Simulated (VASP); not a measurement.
# WSe2 (P6_3/mmc) in VASP: a series of runs, part 2 of 3

VASP 6.6.1. The steps go on from the part before.

### 3 Single point, PBE+D3(BJ) (volume scaled by 1.06, then relaxed in part)

Contents of INCAR:

```
ALGO = Normal
EDIFF = 1E-6
ENCUT = 520
GGA = PE
ISIF = 2
ISMEAR = 0
IVDW = 12
LASPH = T
LCHARG = F
LREAL = F
LWAVE = F
NBANDS = 35
NELM = 80
PREC = Accurate
SIGMA = 0.02
```

Contents of KPOINTS:

```
k-points
0
Gamma
  9 9 2
```

Contents of POSCAR:

```
WSe2
1.0
    3.3038269296      0.0000000000      0.0000000000
   -1.6519134648      2.8611980507      0.0000000000
    0.0000000000      0.0000000000     13.3529781261
W Se
2 4
Direct
    0.3333333333      0.6666666667      0.2500000000
    0.6666666667      0.3333333333      0.7500000000
    0.3333333333      0.6666666667      0.6241140195
    0.6666666667      0.3333333333      0.1241140195
    0.3333333333      0.6666666667      0.8758859805
    0.6666666667      0.3333333333      0.3758859805
```

Potentials or basis: VASP PAW PBE potentials, release 64 (W_sv, Se).

Launch:

```bash
cat potpaw_PBE.64/W_sv/POTCAR potpaw_PBE.64/Se/POTCAR > POTCAR
mpirun -np 1 vasp_std > vasp.out
```

OUTCAR:

```text
EDIFF = 1E-6
   ENCUT = 520
   GGA = PE
   ISIF = 2
   ISMEAR = 0
   IVDW = 12
   LASPH = T
   LREAL = F
   NELM = 80
   PREC = Accurate
 IVDW          = 12

 ion  position               nearest neighbor table
   1  0.333  0.667  0.250-   4 2.54   6 2.54   4 2.54   6 2.54   4 2.54   6 2.54
   2  0.667  0.333  0.750-   3 2.54   5 2.54   3 2.54   5 2.54   3 2.54   5 2.54
   3  0.333  0.667  0.624-   2 2.54   2 2.54   2 2.54
   4  0.667  0.333  0.124-   1 2.54   1 2.54   1 2.54
   5  0.333  0.667  0.876-   2 2.54   2 2.54   2 2.54
   6  0.667  0.333  0.376-   1 2.54   1 2.54   1 2.54

  LATTYP: Found a hexagonal cell.
 ALAT       =     3.3038269296
 C/A-ratio  =     4.0416699817

  Lattice vectors:

 A1 = (   3.3038269296,   0.0000000000,   0.0000000000)
 A2 = (  -1.6519134648,   2.8611980507,   0.0000000000)
 A3 = (   0.0000000000,   0.0000000000,  13.3529781261)

Analysis of symmetry for initial positions (statically):
=====================================================================
 Subroutine PRICEL returns:
 Original cell was already a primitive cell.

 Routine SETGRP: Setting up the symmetry group for a
 hexagonal supercell.

 Subroutine GETGRP returns: Found 24 space group operations
 (whereof 12 operations were pure point group operations)
 out of a pool of 24 trial point group operations.

The static configuration has the point symmetry D_3d.
 The point group associated with its full space group is D_6h.

Analysis of symmetry for dynamics (positions and initial velocities):
=====================================================================
 Subroutine PRICEL returns:
 Original cell was already a primitive cell.

 Routine SETGRP: Setting up the symmetry group for a
 hexagonal supercell.

[... 130 lines left out ...]
   IMIX   =      4    mixing-type and parameters
     AMIX     =   0.40;   BMIX     =  1.00
     AMIX_MAG =   1.60;   BMIX_MAG =  1.00
  volume/ion in A,a.u.               =      21.04       141.97
  Fermi-wavevector in a.u.,A,eV,Ry     =   1.218133  2.301938 20.188989  1.483849
  Thomas-Fermi vector in A             =   2.353430
   LORBIT       =      0    0 simple, 1 ext, 2 COOP (PROOUT), +10 PAW based schemes
   GGA     = PE    functional components
   LHFCALC =     F    Hartree Fock is set to
   AEXX    =    0.0000 exact exchange contribution
   IVDW    =    12    specifies the selected vdW correction
   LEPSILON=     F    determine dielectric tensor
   LRPA    =     F    only Hartree local field effects (RPA)
 non-spin polarized calculation
 Gauss-broadening in eV      SIGMA  =   0.02
  energy-cutoff  :      520.00
  volume of cell :      126.22
 maximum number of plane-waves:      3426
 NGX is ok and might be reduce to    28
   NGX = 13   NGY = 13   NGZ = 49

 number of electron      51.9999993 magnetization

 Free energy of the ion-electron system (eV)
  ---------------------------------------------------
  ext. energy  EPLUGINS =         0.00000000
  ---------------------------------------------------
  free energy    TOTEN  =       -43.19904767 eV

  energy without entropy =      -43.19904767  energy(sigma->0) =      -43.19904767

 E-fermi :   5.8567     XC(G=0): -10.5211

 val. band max:        5.7658917563   @ k =   0.0000   0.0000   0.0000
 cond. band min:       6.9486416810   @ k =   0.2222   0.1111   0.0000
 fundamental gap:      1.1827499247
 Fermi energy:         5.8566535366

 k-point     1 :       0.0000    0.0000    0.0000
  band No.  band energies     occupation
      1     -68.4984      2.00000
      2     -68.4984      2.00000
      3     -32.7304      2.00000
      4     -32.7304      2.00000
      5     -32.6141      2.00000
      6     -32.6141      2.00000
[... 901 lines left out ...]
     34      10.1993      0.00000
     35      11.8028      0.00000

------------------------ aborting loop because EDIFF is reached ----------------------------------------

 Edisp (eV)   -2.68376

 E8    (eV) :    -1.1970

  FORCE on cell =-STRESS in cart. coord.  units (eV):
  Direction    XX          YY          ZZ          XY          YZ          ZX
  --------------------------------------------------------------------------------------
  -------------------------------------------------------------------------------------
  Total      -1.36161    -1.36161    -1.26836     0.00000     0.00000     0.00000
  in kB     -17.28298   -17.28298   -16.09941     0.00000     0.00000     0.00000
  external pressure =      -16.89 kB  Pullay stress =        0.00 kB

 VOLUME and BASIS-vectors are now :
 -----------------------------------------------------------------------------
  energy-cutoff  :      520.00
  volume of cell :      126.22
      direct lattice vectors                 reciprocal lattice vectors
     3.303826930  0.000000000  0.000000000     0.302679293  0.174751971  0.000000000
    -1.651913465  2.861198051  0.000000000     0.000000000  0.349503943  0.000000000
     0.000000000  0.000000000 13.352978126     0.000000000  0.000000000  0.074889661

 POSITION                                       TOTAL-FORCE (eV/Angst)
 -----------------------------------------------------------------------------------
     -0.00000      1.90747      3.33824         0.000000     -0.000000      0.000000
      1.65191      0.95373     10.01473        -0.000000      0.000000      0.000000
     -0.00000      1.90747      8.33378         0.000000     -0.000000     -0.046007
      1.65191      0.95373      1.65729        -0.000000      0.000000     -0.046007
     -0.00000      1.90747     11.69569         0.000000     -0.000000      0.046007
      1.65191      0.95373      5.01920        -0.000000     -0.000000      0.046007
 -----------------------------------------------------------------------------------
    total drift:                               -0.000000      0.000000     -0.000000

  FREE ENERGIE OF THE ION-ELECTRON SYSTEM (eV)
  ---------------------------------------------------
  free  energy   TOTEN  =       -45.8828061289 eV

  energy  without entropy=      -45.8828061289  energy(sigma->0) =      -45.88280613
```

stdout:

```text
POSCAR found type information on POSCAR W Se
 POSCAR found :  2 types and       6 ions
 scaLAPACK will be used
 LDA part: xc-table for (Slater+PW92), standard interpolation
 POSCAR, INCAR and KPOINTS ok, starting setup
 FFT: planning ... GRIDC
 FFT: planning ... GRID_SOFT
 FFT: planning ... GRID
 WAVECAR not read
 entering main loop
```

Wall time 1.8 min (1 thread of AMD EPYC 7R43 (Zen 3), shared host); peak memory 0.27 GiB.

Results:

* Free energy: -45.8828 eV
* Pressure: -1.7 GPa
* Largest force: 0.046 eV/Å
* Band gap on the k mesh: 1.18 eV, indirect (least direct gap 1.52 eV)
* Dispersion energy per atom: -0.447 eV

Forces on the atoms (eV/Å):
```
W    0.000  0.000  0.000
W    0.000  0.000  0.000
Se   0.000  0.000 -0.046
Se   0.000  0.000 -0.046
Se   0.000  0.000  0.046
Se   0.000  0.000  0.046
```

Stress tensor (GPa, compression positive):
```
-1.73  0.00  0.00
 0.00 -1.73  0.00
 0.00  0.00 -1.61
```

Levels at points of the mesh, in eV from the valence-band top:
```csv
k point,band 23,band 24,band 25,band 26,band 27,band 28,band 29,band 30
"(0.00, 0.00, 0.00)",-1.40,-1.21,-0.96,0.00,2.70,2.70,2.74,2.74
"(0.00, 0.00, 0.50)",-1.42,-1.42,-0.23,-0.23,2.71,2.71,2.71,2.71
```

Caveat: the cell differs from its parent crystal (volume scaled by 1.06, then relaxed in part); spin-orbit coupling is left out, which moves the levels of the heavy elements.

### 4 Single point, PBE+D3(BJ)

This run uses another cell than the first one, of 21.04 Å³/atom, 1.038 times its volume.

Contents of INCAR:

```
SYSTEM = WSe2
PREC = Accurate ; ENCUT = 520
EDIFF = 1E-6 ; ISMEAR = 0
SIGMA = 0.02 ; LREAL = .False.
LASPH = .True. ; NELM = 60
ALGO = Normal ; ISIF = 2
LWAVE = .False. ; LCHARG = .True.
GGA = PE ; IVDW = 12
LELF = .True. ; LVHAR = .True.
NBANDS = 35
```

Contents of KPOINTS:

```
regular mesh
0
Gamma
  9 9 2
  0 0 0
```

Contents of POSCAR:

```
WSe2
1.0
    3.3038203424      0.0000000000      0.0000000000
   -1.6519101712      2.8611923460      0.0000000000
    0.0000000000      0.0000000000     13.3530313730
W Se
2 4
Direct
    0.3333333333      0.6666666667      0.2500000000
    0.6666666667      0.3333333333      0.7500000000
    0.3333333333      0.6666666667      0.6241144912
    0.6666666667      0.3333333333      0.1241144912
    0.3333333333      0.6666666667      0.8758855088
    0.6666666667      0.3333333333      0.3758855088
```

Potentials or basis: VASP PAW PBE potentials, release 64 (W_sv, Se).

Launch:

```bash
cat potpaw_PBE.64/W_sv/POTCAR potpaw_PBE.64/Se/POTCAR > POTCAR
mpirun -np 1 vasp_std > vasp.out
```

OUTCAR:

```text
SYSTEM = WSe2
   PREC = Accurate
   ENCUT = 520
   EDIFF = 1E-6
   ISMEAR = 0
   LREAL = .False.
   LASPH = .True.
   NELM = 60
   ISIF = 2
   GGA = PE
   IVDW = 12
 IVDW          = 12

 ion  position               nearest neighbor table
   1  0.333  0.667  0.250-   4 2.54   6 2.54   4 2.54   6 2.54   4 2.54   6 2.54
   2  0.667  0.333  0.750-   3 2.54   5 2.54   3 2.54   5 2.54   3 2.54   5 2.54
   3  0.333  0.667  0.624-   2 2.54   2 2.54   2 2.54
   4  0.667  0.333  0.124-   1 2.54   1 2.54   1 2.54
   5  0.333  0.667  0.876-   2 2.54   2 2.54   2 2.54
   6  0.667  0.333  0.376-   1 2.54   1 2.54   1 2.54

  LATTYP: Found a hexagonal cell.
 ALAT       =     3.3038203424
 C/A-ratio  =     4.0416941568

  Lattice vectors:

 A1 = (   3.3038203424,   0.0000000000,   0.0000000000)
 A2 = (  -1.6519101712,   2.8611923460,   0.0000000000)
 A3 = (   0.0000000000,   0.0000000000,  13.3530313730)

Analysis of symmetry for initial positions (statically):
=====================================================================
 Subroutine PRICEL returns:
 Original cell was already a primitive cell.

 Routine SETGRP: Setting up the symmetry group for a
 hexagonal supercell.

 Subroutine GETGRP returns: Found 24 space group operations
 (whereof 12 operations were pure point group operations)
 out of a pool of 24 trial point group operations.

The static configuration has the point symmetry D_3d.
 The point group associated with its full space group is D_6h.

Analysis of symmetry for dynamics (positions and initial velocities):
=====================================================================
 Subroutine PRICEL returns:
 Original cell was already a primitive cell.

 Routine SETGRP: Setting up the symmetry group for a
 hexagonal supercell.

 Subroutine GETGRP returns: Found 24 space group operations
 (whereof 12 operations were pure point group operations)
 out of a pool of 24 trial point group operations.

The dynamic configuration has the point symmetry D_3d.
 The point group associated with its full space group is D_6h.

[... 129 lines left out ...]
   LORBIT       =      0    0 simple, 1 ext, 2 COOP (PROOUT), +10 PAW based schemes
   GGA     = PE    functional components
   LHFCALC =     F    Hartree Fock is set to
   AEXX    =    0.0000 exact exchange contribution
   IVDW    =    12    specifies the selected vdW correction
   LEPSILON=     F    determine dielectric tensor
   LRPA    =     F    only Hartree local field effects (RPA)
 non-spin polarized calculation
 Gauss-broadening in eV      SIGMA  =   0.02
  energy-cutoff  :      520.00
  volume of cell :      126.22
 maximum number of plane-waves:      3426
 NGX is ok and might be reduce to    28
   NGX = 13   NGY = 13   NGZ = 49

 number of electron      51.9999993 magnetization

 Free energy of the ion-electron system (eV)
  ---------------------------------------------------
  ext. energy  EPLUGINS =         0.00000000
  ---------------------------------------------------
  free energy    TOTEN  =       -43.19904709 eV

  energy without entropy =      -43.19904709  energy(sigma->0) =      -43.19904709

 E-fermi :   5.8567     XC(G=0): -10.5211

 val. band max:        5.7658688427   @ k =   0.0000   0.0000   0.0000
 cond. band min:       6.9486412975   @ k =   0.2222   0.1111   0.0000
 fundamental gap:      1.1827724548
 Fermi energy:         5.8566745418

 k-point     1 :       0.0000    0.0000    0.0000
  band No.  band energies     occupation
      1     -68.4984      2.00000
      2     -68.4984      2.00000
      3     -32.7304      2.00000
      4     -32.7304      2.00000
      5     -32.6141      2.00000
      6     -32.6141      2.00000
[... 901 lines left out ...]
     34      10.1994      0.00000
     35      11.8028      0.00000

------------------------ aborting loop because EDIFF is reached ----------------------------------------

 Edisp (eV)   -2.68376

 E8    (eV) :    -1.1970

  FORCE on cell =-STRESS in cart. coord.  units (eV):
  Direction    XX          YY          ZZ          XY          YZ          ZX
  --------------------------------------------------------------------------------------
  -------------------------------------------------------------------------------------
  Total      -1.36118    -1.36118    -1.26817     0.00000    -0.00000     0.00000
  in kB     -17.27759   -17.27759   -16.09702     0.00000    -0.00000     0.00000
  external pressure =      -16.88 kB  Pullay stress =        0.00 kB

 VOLUME and BASIS-vectors are now :
 -----------------------------------------------------------------------------
  energy-cutoff  :      520.00
  volume of cell :      126.22
      direct lattice vectors                 reciprocal lattice vectors
     3.303820342  0.000000000  0.000000000     0.302679897  0.174752320  0.000000000
    -1.651910171  2.861192346  0.000000000     0.000000000  0.349504640  0.000000000
     0.000000000  0.000000000 13.353031373     0.000000000  0.000000000  0.074889362

 POSITION                                       TOTAL-FORCE (eV/Angst)
 -----------------------------------------------------------------------------------
     -0.00000      1.90746      3.33826         0.000000     -0.000000      0.000000
      1.65191      0.95373     10.01477        -0.000000     -0.000000      0.000000
     -0.00000      1.90746      8.33382        -0.000000     -0.000000     -0.046047
      1.65191      0.95373      1.65730         0.000000      0.000000     -0.046047
     -0.00000      1.90746     11.69573         0.000000      0.000000      0.046047
      1.65191      0.95373      5.01921        -0.000000      0.000000      0.046047
 -----------------------------------------------------------------------------------
    total drift:                               -0.000000      0.000000     -0.000000

  FREE ENERGIE OF THE ION-ELECTRON SYSTEM (eV)
  ---------------------------------------------------
  free  energy   TOTEN  =       -45.8828053530 eV

  energy  without entropy=      -45.8828053530  energy(sigma->0) =      -45.88280535
```

OSZICAR:

```text
N       E                     dE             d eps       ncg     rms          rms(c)
DAV:   1     0.491084641189E+03    0.49108E+03   -0.27723E+04  1864   0.144E+03
DAV:   2    -0.144766197311E+02   -0.50556E+03   -0.48764E+03  1973   0.383E+02
DAV:   3    -0.445207496164E+02   -0.30044E+02   -0.29556E+02  2117   0.887E+01
DAV:   4    -0.451601022075E+02   -0.63935E+00   -0.63662E+00  2001   0.132E+01
DAV:   5    -0.451689372072E+02   -0.88350E-02   -0.88255E-02  2029   0.169E+00    0.290E+01
DAV:   6    -0.436110335632E+02    0.15579E+01   -0.62451E+00  1877   0.164E+01    0.102E+01
DAV:   7    -0.433813925131E+02    0.22964E+00   -0.29899E+00  1777   0.826E+00    0.561E+00
DAV:   8    -0.431974174243E+02    0.18398E+00   -0.38940E-01  1873   0.431E+00    0.125E+00
DAV:   9    -0.432005745565E+02   -0.31571E-02   -0.62345E-02  1977   0.120E+00    0.896E-01
DAV:  10    -0.431990881149E+02    0.14864E-02   -0.13496E-02  1847   0.783E-01    0.153E-01
DAV:  11    -0.431990776774E+02    0.10437E-04   -0.17889E-03  1868   0.273E-01    0.176E-01
DAV:  12    -0.431990378265E+02    0.39851E-04   -0.70259E-05  1974   0.508E-02    0.110E-01
DAV:  13    -0.431990454299E+02   -0.76034E-05   -0.73906E-05  1808   0.504E-02    0.857E-03
DAV:  14    -0.431990470015E+02   -0.15716E-05   -0.61237E-06  1832   0.123E-02    0.787E-03
DAV:  15    -0.431990470906E+02   -0.89056E-07   -0.66672E-07  1178   0.500E-03
   1 F= -.45882805E+02 E0= -.45882805E+02  d E =-.776805E-13
```

It took 1.8 min on 1 thread of AMD EPYC 7R43 (Zen 3), shared host; peak memory 0.27 GiB.

What came out:

| Item | Value |
| --- | --- |
| Free energy | -45.8828 eV |
| Pressure | -1.7 GPa |
| Largest force | 0.046 eV/Å |
| Band gap on the k mesh | 1.18 eV, indirect (least direct gap 1.52 eV) |
| Dispersion energy per atom | -0.447 eV |

Forces in eV/Å, atoms in the order of the input:
```
W    0.000  0.000  0.000
W    0.000  0.000  0.000
Se   0.000  0.000 -0.046
Se   0.000  0.000 -0.046
Se   0.000  0.000  0.046
Se   0.000  0.000  0.046
```

Levels at points of the mesh, in eV from the valence-band top:
```
           k point  band 23  band 24  band 25  band 26  band 27  band 28  band 29  band 30
(0.00, 0.00, 0.00)    -1.40    -1.21    -0.96     0.00     2.70     2.70     2.74     2.74
(0.00, 0.00, 0.50)    -1.42    -1.42    -0.23    -0.23     2.71     2.71     2.71     2.71
```

Caveat: spin-orbit coupling is left out, which moves the levels of the heavy elements.

(Continued in part 3 of 3.)
